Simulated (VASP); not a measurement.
# Be5Sn3 in VASP: further runs, part 2 of 2

VASP 6.6.1. The steps go on from the part before.

## (4) Single point, PBE

This run uses another cell than the first one, of 16.99 Å³/atom, 1.084 times its volume.

INCAR reads:

```
SYSTEM = Be5Sn3
ALGO = Normal
EDIFF = 1E-7
ENCUT = 520
GGA = PE
ISIF = 2
ISMEAR = -1
LASPH = .True.
LCHARG = .False.
LREAL = Auto
LWAVE = .False.
NBANDS = 66
NELM = 80
PREC = Accurate
SIGMA = 0.05
```

KPOINTS reads:

```
k-points
0
Gamma
  2 3 3
  0 0 0
```

POSCAR reads:

```
Be5Sn3
1.0
    8.5294680000     -1.8474370000      0.2153610000
   -0.6329520000      6.3412470000     -0.5858130000
    0.0105880000     -0.6387770000      5.1958030000
Be Sn
10 6
Direct
    0.1602154057      0.2380920838      0.4994980156
    0.5178646101      0.9325624380      0.4055194855
    0.3044866102      0.0778292788      0.2444653622
    0.4332897954      0.2535060932      0.6730019289
    0.5242272109      0.7120991432     -0.0390671396
    0.1267469362      0.7083392592      0.0698729339
    0.9459978539      0.3798222206      0.8308284111
    0.7658479610      0.5277421425      0.9263098360
    0.3235519301      0.5745714655      0.7250022695
    0.7830031009      0.7595043870      0.6372239695
    0.1962388880      0.8927814544      0.6160267776
    0.2146667923      0.3406867156      0.0572159591
    0.5759905129      0.4505607035      0.3318521554
    0.9279510786      0.9606683426      0.2259083979
    0.7059805828      0.1344995954      0.9704380492
    0.9212262352      0.4935647274      0.3572051193
```

Potentials or basis: VASP PAW PBE potentials, release 64 (Be, Sn_d).

Started as:

```
> cat potpaw_PBE.64/Be/POTCAR potpaw_PBE.64/Sn_d/POTCAR > POTCAR
> mpirun -np 1 vasp_std > vasp.out
```

OUTCAR:

```text
SYSTEM = Be5Sn3
   EDIFF = 1E-7
   ENCUT = 520
   GGA = PE
   ISIF = 2
   ISMEAR = -1
   LASPH = .True.
   LREAL = Auto
   NELM = 80
   PREC = Accurate

 ion  position               nearest neighbor table
   1  0.160  0.238  0.499-   3 2.11   9 2.30  14 2.51  12 2.52  11 2.52  12 2.88
   2  0.518  0.933  0.406-  11 2.92  15 3.02
   3  0.304  0.078  0.244-   1 2.11  12 2.45  11 2.48  13 2.77
   4  0.433  0.254  0.673-  13 2.47  11 2.55  12 2.79
   5  0.524  0.712  0.961-   9 2.05  15 2.67  13 2.95
   6  0.127  0.708  0.070-   7 2.35  16 2.54  12 2.68  14 2.70  11 2.83  11 2.87
   7  0.946  0.380  0.831-   8 2.06   6 2.35  15 2.38  16 2.71  16 2.76  12 2.78
[... 901 lines left out ...]
  Total        1.2828247      3.5601036      1.5687414      3.1216851      1.1904093      0.6929045
  in kB        7.5606197     20.9822824      9.2457353     18.3983630      7.0159485      4.0837906
  external PRESSURE =      12.5962125 kB  Pullay stress =       0.0000000 kB

 VOLUME and BASIS-vectors are now :
 -----------------------------------------------------------------------------
  energy-cutoff  :      520.00
  volume of cell :      271.84
      direct lattice vectors                 reciprocal lattice vectors
     8.529468000 -1.847437000  0.215361000     0.119824645  0.012074888  0.001240320
    -0.632952000  6.341247000 -0.585813000     0.034804281  0.163016582  0.019970491
     0.010588000 -0.638777000  5.195803000    -0.001042525  0.017879195  0.194663242

 POSITION                                       TOTAL-FORCE (eV/Angst)
 -----------------------------------------------------------------------------------
      1.22114      0.89474      2.49032        -0.162904      0.883685      1.146947
      3.83114      4.69785      1.67222        -0.280552      0.047214     -0.018094
      2.55043     -0.22514      1.29017         0.671617     -0.697761     -0.115728
      3.54240      0.37717      3.44159        -0.315412      0.307149     -0.134688
      4.03083      2.93330      4.68856         0.980502     -0.170102      0.628016
      0.63348      4.21296     -0.02461         0.517715      0.054693     -0.451109
[... 8 lines left out ...]
      5.94678     -1.07125      5.11545        -1.321256     -1.888398     -1.222653
      7.54895      1.19973      1.76523         0.693520     -0.440964      1.603268
 -----------------------------------------------------------------------------------
    total drift:                                0.007413      0.000356     -0.010122

  FREE ENERGIE OF THE ION-ELECTRON SYSTEM (eV)
  ---------------------------------------------------
  free  energy   TOTEN  =       -48.5197293915 eV

  energy  without entropy=      -48.4631215558  energy(sigma->0) =      -48.49142547
```

OSZICAR:

```text
N       E                     dE             d eps       ncg     rms          rms(c)
DAV:   1     0.108716916007E+04    0.10872E+04   -0.46935E+04  1418   0.209E+03
DAV:   2     0.133866254445E+03   -0.95330E+03   -0.92873E+03  1320   0.619E+02
DAV:   3    -0.379264311062E+02   -0.17179E+03   -0.16543E+03  1436   0.208E+02
DAV:   4    -0.503549386849E+02   -0.12429E+02   -0.12063E+02  1592   0.574E+01
DAV:   5    -0.507631757913E+02   -0.40824E+00   -0.40609E+00  1648   0.105E+01    0.759E+00
DAV:   6    -0.486172958259E+02    0.21459E+01   -0.50512E+00  1592   0.107E+01    0.405E+00
DAV:   7    -0.485334010790E+02    0.83895E-01   -0.19049E+00  1688   0.913E+00    0.165E+00
DAV:   8    -0.485242172061E+02    0.91839E-02   -0.25839E-01  1664   0.407E+00    0.709E-01
DAV:   9    -0.485197557267E+02    0.44615E-02   -0.44736E-02  1664   0.149E+00    0.244E-01
DAV:  10    -0.485196816350E+02    0.74092E-04   -0.55614E-03  1512   0.640E-01    0.861E-02
DAV:  11    -0.485197243689E+02   -0.42734E-04   -0.86480E-04  2000   0.339E-01    0.418E-02
DAV:  12    -0.485197313093E+02   -0.69404E-05   -0.15973E-04  1568   0.811E-02    0.166E-02
DAV:  13    -0.485197297112E+02    0.15981E-05   -0.15110E-05  1880   0.365E-02    0.578E-03
DAV:  14    -0.485197293437E+02    0.36748E-06   -0.36355E-06  1728   0.201E-02    0.189E-03
DAV:  15    -0.485197293915E+02   -0.47849E-07   -0.74836E-07  1408   0.699E-03
   1 F= -.48519729E+02 E0= -.48491425E+02  d E =-.566078E-01
```

stdout:

```text
POSCAR found type information on POSCAR BeSn
 POSCAR found :  2 types and      16 ions
 scaLAPACK will be used
 LDA part: xc-table for (Slater+PW92), standard interpolation
 POSCAR, INCAR and KPOINTS ok, starting setup
 FFT: planning ... GRIDC
 FFT: planning ... GRID_SOFT
 FFT: planning ... GRID
 WAVECAR not read
 entering main loop
```

It took 5.7 min on 1 thread of Intel Xeon 6975P-C, shared host; peak memory 0.4 GiB.

What came out:

```
Free energy            : -48.5197 eV
Pressure               : 1.3 GPa
Largest force          : 2.609 eV/Å
Band gap on the k mesh : zero (band 52 reaches 6.76 eV, above the bottom of band 53 at 6.42 eV)
```

Forces on the atoms (eV/Å):
```
Be  -0.163  0.884  1.147
Be  -0.281  0.047 -0.018
Be   0.672 -0.698 -0.116
Be  -0.315  0.307 -0.135
Be   0.981 -0.170  0.628
Be   0.518  0.055 -0.451
Be   1.762 -0.116 -0.951
Be  -0.470  1.159 -0.542
Be  -0.899  0.072 -0.658
Be  -0.336  0.523  0.688
Sn   0.472 -1.165  0.651
Sn   0.333  0.895 -0.649
Sn  -1.076  1.072 -0.109
Sn  -0.570 -0.536  0.133
Sn  -1.321 -1.888 -1.223
Sn   0.694 -0.441  1.603
```

Caveat: the k points lie up to 0.41 Å⁻¹ apart; spin-orbit coupling is left out, which moves the levels of the heavy elements.

## (5) Overview

```tsv
cell	gap on the mesh (eV)	pressure (GPa)	largest force (eV/Å)
a = 8.499, b = 6.231, c = 5.097 Å, angles 102.2, 87.0, 108.0°, 16 atoms	none	9.8	3.46
a = 8.619, b = 6.318, c = 5.168 Å, angles 102.2, 87.0, 108.0°, 16 atoms	none	5.4	2.41
a = 8.730, b = 6.400, c = 5.235 Å, angles 102.2, 87.0, 108.0°, 16 atoms	none	1.3	2.61
```

Alike in all rows: task single point; level PBE; potentials or basis VASP PAW PBE potentials, release 64 (Be, Sn_d); no spin polarisation; k mesh 2 × 3 × 3; cutoff (eV) 520; smearing fermi-dirac 0.05 eV.

Caveats: all runs use coarse meshes; spin-orbit coupling is left out, which moves the levels of the heavy elements.

Absolute energies hang on the potentials; compare differences alone.
